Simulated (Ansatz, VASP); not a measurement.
One calculation of BaTiO3, two programs

The input INCAR:

```
PREC = Accurate ; ENCUT = 520
EDIFF = 1E-6 ; ISMEAR = 0
SIGMA = 0.01 ; LREAL = F
LASPH = T ; NELM = 150
ALGO = Normal ; ISIF = 2
LWAVE = F ; LCHARG = T
LMAXMIX = 4 ; LDAU = T
LDAUTYPE = 2 ; LDAUL = -1 2 -1
LDAUU = 0 6 0 ; LDAUJ = 0 0 0
LDAUPRINT = 1 ; GGA = PS
LELF = T ; LVHAR = T
NBANDS = 28
```

File KPOINTS:

```
Automatic mesh
0
Gamma
  6 6 6
```

POSCAR

```
BaTiO3
1.0
    3.9998000000      0.0000000000      0.0000000000
    0.0000000000      3.9998000000      0.0000000000
    0.0000000000      0.0000000000      4.0180000000
Ba Ti O
1 1 3
Direct
    0.0000000000      0.0000000000      0.0000000000
    0.5000000000      0.5000000000      0.4900000000
    0.5000000000      0.5000000000      0.0190000000
    0.5000000000      0.0000000000      0.5170000000
    0.0000000000      0.5000000000      0.5170000000
```

Input for Ansatz:

```yaml
crystal:
  lattice:
    - [3.9998, 0.0, 0.0]
    - [0.0, 3.9998, 0.0]
    - [0.0, 0.0, 4.018]
  atoms:
    - { symbol: Ba, position: [0.0, 0.0, 0.0] }
    - { symbol: Ti, position: [0.5, 0.5, 0.49000000000000005] }
    - { symbol: O, position: [0.5, 0.5, 0.019] }
    - { symbol: O, position: [0.5, 0.0, 0.517] }
    - { symbol: O, position: [0.0, 0.5, 0.517] }
kpoints:
  mp_grid:
    grid: [6, 6, 6]
hamiltonian:
  xc: pbesol
  hubbard:
    - { species: Ti, l: d, u_eff: 6.0 }
scf:
  occupations:
    method: fixed
output:
  eigenvalues: true
```

Alike in both runs: task single point; functional PBEsol; k mesh 6 × 6 × 6; no spin polarisation; Hubbard terms Ti d U = 6.0 eV.

```csv
,VASP,Ansatz
version,VASP 6.6.1,Ansatz 0.2.0
potentials or method,"VASP PAW PBE potentials, release 64 (Ba_sv, Ti_sv, O)","plane waves, PAW"
plane-wave cutoff (eV),520,420
occupations,"gaussian, width 0.01 eV",fixed
valence electrons in the cell,40,40
```

Ansatz gave:

- gap on the k mesh at the Fermi level (eV): 2.54

Estimate VASP's values.

gap on the k mesh at the Fermi level (eV): 2.47.

VASP's potentials were made for PBE, not for PBEsol. The programs project onto different local orbitals, so the same U acts differently, and such runs can settle in different states.

Spin-orbit coupling is off throughout.
